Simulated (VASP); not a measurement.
BeTe:

```xyz
2
Lattice="0.0000 2.7263 2.7263 2.7263 0.0000 2.7263 2.7263 2.7263 0.0000" Properties=species:S:1:pos:R:3 pbc="T T T"
Be    0.0000    0.0000    0.0000
Te    2.7263    2.7263    2.7263
```

```yaml
Program: VASP 6.6.1
Task: relaxation of cell and atoms
Functional: PBE
Potentials_or_basis: VASP PAW PBE potentials, release 64 (Be, Te)
Cutoff: 600 eV
k_mesh: 18 × 18 × 18
Occupations: gaussian, width 0.1 eV
Spin: no spin polarisation
```

At the start: pressure -3.0 GPa; volume 20.26 Å³/atom.

Task: Where does the relaxation end?

Result: Over 3 steps the energy falls by 9.7 meV/atom and the volume is 19.27 Å³/atom (-4.9 %); space group Fm-3m (No. 225, to 0.05 Å).

The path:
```
step  energy change (eV)  largest force (eV/Å)  pressure (GPa)  volume (Å³)
   1              0.0000                0.0000           -3.02        40.53
   2             -0.0192                0.0000            0.40        38.33
   3             -0.0195                0.0000            0.01        38.55
```

Final structure:
```xyz
2
Lattice="0.0000 2.6812 2.6812 2.6812 0.0000 2.6812 2.6812 2.6812 0.0000" Properties=species:S:1:pos:R:3 pbc="T T T"
Be    0.0000    0.0000    0.0000
Te    2.6812    2.6812    2.6812
```
